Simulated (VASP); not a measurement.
# Fe (Pm-3m) in VASP: notebook, part 2 of 2

VASP 6.6.1.

### 4 Single point, r2SCAN

This run uses another cell than the first one, of 11.23 Å³/atom, 1.087 times its volume.

Input file POSCAR:

```
Fe
1.0
    2.2391755298      0.0000000000      0.0000000000
    0.0000000000      2.2391755298      0.0000000000
    0.0000000000      0.0000000000      2.2391755298
Fe
1
Direct
    0.0000000000      0.0000000000      0.0000000000
```

Input file INCAR.step1:

```
SYSTEM = Fe
  ALGO = Normal
  EDIFF = 1E-4
  ENCUT = 520
  GGA = PE
  ISMEAR = -1
  LASPH = .True.
  LCHARG = .False.
  LREAL = .False.
  LWAVE = .True.
  NBANDS = 10
  NELM = 60
  PREC = Accurate
  SIGMA = 0.1
```

Input file INCAR.step2:

```
SYSTEM = Fe
  ALGO = Normal
  EDIFF = 1E-7
  ENCUT = 520
  ISIF = 2
  ISMEAR = -1
  ISTART = 1
  LASPH = .True.
  LCHARG = .False.
  LMIXTAU = .True.
  LREAL = .False.
  LWAVE = .False.
  METAGGA = R2SCAN
  NBANDS = 10
  NELM = 60
  PREC = Accurate
  SIGMA = 0.1
```

Input file KPOINTS:

```
k-points
0
Gamma
  16 16 16
  0 0 0
```

Potentials or basis: VASP PAW PBE potentials, release 64 (Fe).

Launch:

```bash
> cat potpaw_PBE.64/Fe/POTCAR > POTCAR
> cp INCAR.step1 INCAR
> mpirun -np 1 vasp_std > vasp.out
> cp INCAR.step2 INCAR
> mpirun -np 1 vasp_std > vasp.out
```

OUTCAR:

```text
SYSTEM = Fe
   EDIFF = 1E-7
   ENCUT = 520
   ISIF = 2
   ISMEAR = -1
   ISTART = 1
   LASPH = .True.
   LREAL = .False.
   METAGGA = R2SCAN
   NELM = 60
   PREC = Accurate

 ion  position               nearest neighbor table
   1  0.000  0.000  0.000-

  LATTYP: Found a simple cubic cell.
 ALAT       =     2.2391755298

  Lattice vectors:

 A1 = (   2.2391755298,   0.0000000000,   0.0000000000)
 A2 = (   0.0000000000,   2.2391755298,   0.0000000000)
 A3 = (   0.0000000000,   0.0000000000,   2.2391755298)

Analysis of symmetry for initial positions (statically):
=====================================================================
 Subroutine PRICEL returns:
 Original cell was already a primitive cell.

 Routine SETGRP: Setting up the symmetry group for a
 simple cubic supercell.

 Subroutine GETGRP returns: Found 48 space group operations
 (whereof 48 operations were pure point group operations)
 out of a pool of 48 trial point group operations.

The static configuration has the point symmetry O_h .

Analysis of symmetry for dynamics (positions and initial velocities):
=====================================================================
 Subroutine PRICEL returns:
 Original cell was already a primitive cell.

 Routine SETGRP: Setting up the symmetry group for a
 simple cubic supercell.

 Subroutine GETGRP returns: Found 48 space group operations
 (whereof 48 operations were pure point group operations)
 out of a pool of 48 trial point group operations.

The dynamic configuration has the point symmetry O_h .

 Subroutine INISYM returns: Found 48 space group operations
 (whereof 48 operations are pure point group operations),
 and found     1 'primitive' translations

----------------------------------------------------------------------------------------

                                     Primitive cell

  volume of cell :      11.2270

  direct lattice vectors                    reciprocal lattice vectors
     2.239175530  0.000000000  0.000000000     0.446592948  0.000000000  0.000000000
     0.000000000  2.239175530  0.000000000     0.000000000  0.446592948  0.000000000
     0.000000000  0.000000000  2.239175530     0.000000000  0.000000000  0.446592948

  length of vectors
     2.239175530  2.239175530  2.239175530     0.446592948  0.446592948  0.446592948

  position of ions in fractional coordinates (direct lattice)
     0.000000000  0.000000000  0.000000000

  ion indices of the primitive-cell ions
   primitive index   ion index
                 1           1

----------------------------------------------------------------------------------------

 KPOINTS: k-points

Automatic generation of k-mesh.
 Grid dimensions read from file:
 generate k-points for:   16   16   16

 Generating k-lattice:

  Cartesian coordinates                     Fractional coordinates (reciprocal lattice)
     0.027912059  0.000000000  0.000000000     0.062500000  0.000000000  0.000000000
     0.000000000  0.027912059  0.000000000     0.000000000  0.062500000  0.000000000
     0.000000000  0.000000000  0.027912059     0.000000000  0.000000000  0.062500000

  Length of vectors
     0.027912059  0.027912059  0.027912059

  Shift w.r.t. Gamma in fractional coordinates (k-lattice)
     0.000000000  0.000000000  0.000000000

 Subroutine IBZKPT returns following result:
 ===========================================

 Found    165 irreducible k-points:

 Following reciprocal coordinates:
            Coordinates               Weight
  0.000000  0.000000  0.000000      1.000000
  0.062500  0.000000  0.000000      6.000000
  0.125000  0.000000  0.000000      6.000000
  0.187500  0.000000  0.000000      6.000000
  0.250000  0.000000  0.000000      6.000000
  0.312500  0.000000  0.000000      6.000000
[... 16 lines left out ...]
  0.437500  0.125000  0.000000     24.000000
  0.500000  0.125000  0.000000     12.000000
 [... further k-points ...]
   k-points           NKPTS =    165   k-points in BZ     NKDIM =    165   number of bands    NBANDS=     10
   number of dos      NEDOS =    301   number of ions     NIONS =      1
   total plane-waves  NPLWV =   5832
   dimension x,y,z NGX =    18 NGY =   18 NGZ =   18
   dimension x,y,z NGXF=    36 NGYF=   36 NGZF=   36
   ions per type =               1
   NGX,Y,Z   is equivalent  to a cutoff of  13.36, 13.36, 13.36 a.u.
   NGXF,Y,Z  is equivalent  to a cutoff of  26.73, 26.73, 26.73 a.u.
 SYSTEM =  Fe
   PREC   = accura    normal or accurate (medium, high low for compatibility)
   ISTART =      1    job   : 0-new  1-cont  2-samecut
   ICHARG =      0    charge: 1-file 2-atom 10-const
   ISPIN  =      1    spin polarized calculation?
   LNONCOLLINEAR =      F non collinear calculations
   LSORBIT =      F    spin-orbit coupling
   LASPH  =      T    aspherical Exc in radial PAW
   ENCUT  =  520.0 eV  38.22 Ry    6.18 a.u.   4.16  4.16  4.16*2*pi/ulx,y,z
   NELM   =     60;   NELMIN=  2; NELMDL=  0     # of ELM steps
   EDIFF  = 0.1E-06   stopping-criterion for ELM
   LREAL  =      F    real-space projection
   EDIFFG = 0.1E-05   stopping-criterion for IOM
   NSW    =      0    number of steps for IOM
   IBRION =     -1    ionic relax: 0-MD 1-quasi-New 2-CG
   NFREE  =      0    steps in history (QN), initial steepest desc. (CG)
   ISIF   =      2    stress and relaxation
   ISYM   =      2    0-nonsym 1-usesym 2-fastsym
   POTIM  = 0.5000    time-step for ionic-motion
   TEBEG  =    0.0;   TEEND  =   0.0 temperature during run
   PSTRESS=    0.0 pullay stress
   NELECT =       8.0000    total number of electrons
   NUPDOWN=      -1.0000    fix difference up-down
   EMIN   =  10.00;   EMAX   =-10.00  energy-range for DOS
   EFERMI =   0.00;   METHOD = LEGACY
   ISMEAR =    -1;   SIGMA  =   0.10  broadening in eV -4-tet -1-fermi 0-gaus
   EFERMI_NEDOS =   21; number of points for ismear=-14 and -15
   IALGO  =     38    algorithm
   IMIX   =      4    mixing-type and parameters
     AMIX     =   0.40;   BMIX     =  1.00
     AMIX_MAG =   1.60;   BMIX_MAG =  1.00
  volume/ion in A,a.u.               =      11.23        75.76
  Fermi-wavevector in a.u.,A,eV,Ry     =   1.462233  2.763220 29.090976  2.138126
  Thomas-Fermi vector in A             =   2.578471
   LORBIT       =      0    0 simple, 1 ext, 2 COOP (PROOUT), +10 PAW based schemes
   METAGGA = R2SCAN    functional components
   LHFCALC =     F    Hartree Fock is set to
   AEXX    =    0.0000 exact exchange contribution
   IVDW    =     0    specifies the selected vdW correction
   LEPSILON=     F    determine dielectric tensor
   LRPA    =     F    only Hartree local field effects (RPA)
 non-spin polarized calculation
  energy-cutoff  :      520.00
  volume of cell :       11.23
 maximum number of plane-waves:       320
 NGX is ok and might be reduce to    18
   NGX =  9   NGY =  9   NGZ =  9

 number of electron       8.0000010 magnetization

 Free energy of the ion-electron system (eV)
  ---------------------------------------------------
  ext. energy  EPLUGINS =         0.00000000
  ---------------------------------------------------
  free energy    TOTEN  =       -12.65725125 eV

  energy without entropy =      -12.58601612  energy(sigma->0) =      -12.62163368

 E-fermi :   6.1194     XC(G=0): -14.1841

 val. band max:        6.1183188532   @ k =   0.3125   0.2500   0.1250
 cond. band min:       6.1304790927   @ k =   0.2500   0.2500   0.1250
 fundamental gap:      0.0121602394
 Fermi energy:         6.1194382894

 k-point     1 :       0.0000    0.0000    0.0000
  band No.  band energies     occupation
      1      -2.8214      2.00000
      2       1.8743      2.00000
      3       1.8743      2.00000
      4       7.1918      0.00004
      5       7.1918      0.00004
      6       7.1918      0.00004
      7      28.4873      0.00000
      8      28.4873      0.00000
      9      28.4873      0.00000
     10      32.3337      0.00000

 k-point     2 :       0.0625    0.0000    0.0000
  band No.  band energies     occupation
      1      -2.6851      2.00000
      2       1.8999      2.00000
      3       1.9580      2.00000
      4       7.1188      0.00009
      5       7.1188      0.00009
      6       7.1976      0.00004
      7      26.7786      0.00000
      8      28.6780      0.00000
      9      28.6780      0.00000
     10      32.3161      0.00000
[... 274 lines left out ...]
 k-point    24 :       0.5000    0.1250    0.0000
  band No.  band energies     occupation
      1       2.2938      2.00000
      2       2.9871      2.00000
      3       3.3709      2.00000
      4       5.5262      1.99471
      5       6.9847      0.00035
      6       7.1058      0.00010
      7      12.3699      0.00000
      8      29.3222      0.00000
      9      33.3759      0.00000
     10      34.4100      0.00000

 [... further k-points ...]
[... 5 lines left out ...]
  --------------------------------------------------------------------------------------
  -------------------------------------------------------------------------------------
  Total        0.0229208      0.0229208      0.0229208     -0.0000000      0.0000000     -0.0000000
  in kB        3.2709624      3.2709624      3.2709624     -0.0000000      0.0000000     -0.0000000
  external PRESSURE =       3.2709624 kB  Pullay stress =       0.0000000 kB

 VOLUME and BASIS-vectors are now :
 -----------------------------------------------------------------------------
  energy-cutoff  :      520.00
  volume of cell :       11.23
      direct lattice vectors                 reciprocal lattice vectors
     2.239175530  0.000000000  0.000000000     0.446592948  0.000000000  0.000000000
     0.000000000  2.239175530  0.000000000     0.000000000  0.446592948  0.000000000
     0.000000000  0.000000000  2.239175530     0.000000000  0.000000000  0.446592948

 POSITION                                       TOTAL-FORCE (eV/Angst)
 -----------------------------------------------------------------------------------
      0.00000      0.00000      0.00000         0.000000      0.000000      0.000000
 -----------------------------------------------------------------------------------
    total drift:                               -0.000000      0.000000      0.000000

  FREE ENERGIE OF THE ION-ELECTRON SYSTEM (eV)
  ---------------------------------------------------
  free  energy   TOTEN  =       -12.6572512528 eV

  energy  without entropy=      -12.5860161155  energy(sigma->0) =      -12.62163368
```

OSZICAR.step1:

```text
N       E                     dE             d eps       ncg     rms          rms(c)
DAV:   1     0.195883972399E+02    0.19588E+02   -0.43747E+03  3404   0.103E+03
DAV:   2    -0.762580511940E+01   -0.27214E+02   -0.26013E+02  3330   0.136E+02
DAV:   3    -0.817094509845E+01   -0.54514E+00   -0.54040E+00  3822   0.242E+01
DAV:   4    -0.817343277380E+01   -0.24877E-02   -0.24872E-02  3700   0.152E+00
DAV:   5    -0.817345159125E+01   -0.18817E-04   -0.18818E-04  3660   0.125E-01    0.100E+01
DAV:   6    -0.727739209821E+01    0.89606E+00   -0.87844E+00  3606   0.445E+01    0.191E+00
DAV:   7    -0.719257012618E+01    0.84822E-01   -0.55964E-01  3618   0.113E+01    0.100E+00
DAV:   8    -0.718174992715E+01    0.10820E-01   -0.83335E-03  4818   0.735E-01    0.350E-01
DAV:   9    -0.718018502608E+01    0.15649E-02   -0.15596E-03  4402   0.256E-01    0.569E-02
DAV:  10    -0.718015854848E+01    0.26478E-04   -0.18567E-05  1854   0.419E-02
   1 F= -.71801585E+01 E0= -.71438098E+01  d E =-.726975E-01
```

Wall time 28 s (1 thread of Intel Xeon 6975P-C (Granite Rapids), shared host); peak memory 0.13 GiB.

Results:

| Item | Value |
| --- | --- |
| Free energy | -12.6573 eV |
| Pressure | 0.3 GPa |
| Band gap on the k mesh | zero (band 4 reaches 8.33 eV, above the bottom of band 5 at 5.38 eV) |

Caveat: the PAW data sets were made with another functional, which shifts forces and pressure a little; the run has no spin polarisation, though such a crystal can be magnetic. Spin polarisation is off, so any magnetic state and its effect on volume and gap are missing.

### 5 Overview

```csv
cell,gap on the mesh (eV),pressure (GPa)
"a = 2.178 Å, 1 atom",none,23.3
"a = 2.209 Å, 1 atom",none,10.7
"a = 2.239 Å, 1 atom",none,0.3
```

Alike in all rows: task single point; level r2SCAN; potentials or basis VASP PAW PBE potentials, release 64 (Fe); no spin polarisation; k mesh 16 × 16 × 16; cutoff (eV) 520; smearing fermi-dirac 0.1 eV.

Caveats: the PAW data sets were made with another functional, which shifts forces and pressure a little; the run has no spin polarisation, though such a crystal can be magnetic.

Absolute energies hang on the potentials; compare differences alone.
